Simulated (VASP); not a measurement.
Sb:

```xyz
3
Lattice="3.5998 -2.0284 0.0000 3.5998 2.0284 0.0000 -0.1492 0.0000 5.0191" Properties=species:S:1:pos:R:3 pbc="T T T"
Sb    2.1852    0.0000    3.4332
Sb    4.8653    0.0000    1.5859
Sb    0.0000    0.0000    0.0000
```

The cell was generated, and may not be a known phase.

```yaml
Program: VASP 6.6.1
Task: relaxation of cell and atoms
Functional: PBE
Potentials_or_basis: VASP PAW PBE potentials, release 64 (Sb)
Cutoff: 600 eV
k_mesh: 6 × 6 × 4
Occupations: gaussian, width 0.1 eV
Spin: no spin polarisation
```

At the start: pressure 19.9 GPa; volume 24.43 Å³/atom.

**Question.** How do energy, volume and symmetry change on relaxing?

**Answer.** Over 12 steps the energy falls by 340.3 meV/atom and the volume is 30.02 Å³/atom (+22.9 %); space group C2/m (No. 12, to 0.1 Å) before, Cmmm (No. 65, to 0.1 Å).

Step by step:
```
step  energy change (eV)  largest force (eV/Å)  pressure (GPa)  volume (Å³)
   1              0.0000                1.3834           19.89        73.30
   2             -0.4720                0.1002           -6.77       110.40
   3             -0.9505                0.4411           -0.40        91.63
   4             -0.9506                0.4522           -0.17        91.24
   5             -0.9714                0.4218           -0.11        90.90
   6             -1.0115                0.2146            0.27        89.85
   7             -1.0139                0.1819            0.49        89.44
   8             -1.0141                0.1807            0.45        89.53
   9             -1.0177                0.0984           -0.55        91.10
  10             -1.0181                0.1127           -0.31        90.70
  11             -1.0209                0.0405            0.00        90.17
  12             -1.0210                0.0293            0.07        90.05
```

Final structure:
```
Sb
1.0
     3.80697   -2.17354    0.06803
     3.80697    2.17354    0.06803
    -0.06346    0.00000    5.44034
Sb
3
Direct
  0.33345 0.33345 0.66602
  0.66655 0.66655 0.33398
  0.00000 0.00000 0.00000
```

Caveat: the volume moved by over 15 % at a fixed basis, so the end points are rough; an odd number of electrons without spin polarisation forces a metal; a magnetic or distorted state may lie lower.
